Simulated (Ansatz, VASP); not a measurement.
**TaN: VASP beside Ansatz**

```
Ta N
1.0
     2.93800    0.00000    0.00000
    -1.46900    2.67796    0.00000
     0.00000    0.00000    2.88300
Ta N
1 1
Direct
  0.33333 0.66667 0.50000
  0.00000 0.00000 0.00000
```

Change from the starting cell: strain +0.0525 x Voigt [0, 1, 0, 0, 0, 0], atoms carried along.

Alike in both runs: task single point; functional r2SCAN; k mesh 18 × 18 × 16; occupations gaussian, width 0.15 eV; no spin polarisation.

|  | VASP | Ansatz |
| --- | --- | --- |
| version | VASP 6.6.1 | Ansatz 0.2.0 |
| potentials or method | VASP PAW PBE potentials, release 64 (Ta_pv, N), cutoff 520 eV | scalar-relativistic, plane waves, PAW |
| valence electrons in the cell | 16 | 18 |

Ansatz gave:

| Quantity | Value |
| --- | --- |
| gap on the k mesh at the Fermi level (eV) | none |
| pressure (GPa) | -15.5 |
| traceless stress, the component that is largest in VASP (GPa) | -15.64 |
| rms of the force components (eV/Å) | 0.013 |

Q: Which values does VASP return?

A: gap on the k mesh at the Fermi level (eV): none; pressure (GPa): -14.2; traceless stress, the component that is largest in VASP (GPa): -15.70; rms of the force components (eV/Å): 0.009.

VASP's potentials were made for PBE, not for r2SCAN. Atom by atom the forces differ by 0.003 eV/Å (rms over components). A gap of «none» marks a metal or a gap that the smearing closes. With one functional, cell and mesh, what is left measures potentials, basis and numerics. VASP's potentials hold 16 valence electrons a cell and Ansatz's 18, so a difference there can come from the potentials and not from the codes.

Spin-orbit coupling is off throughout.
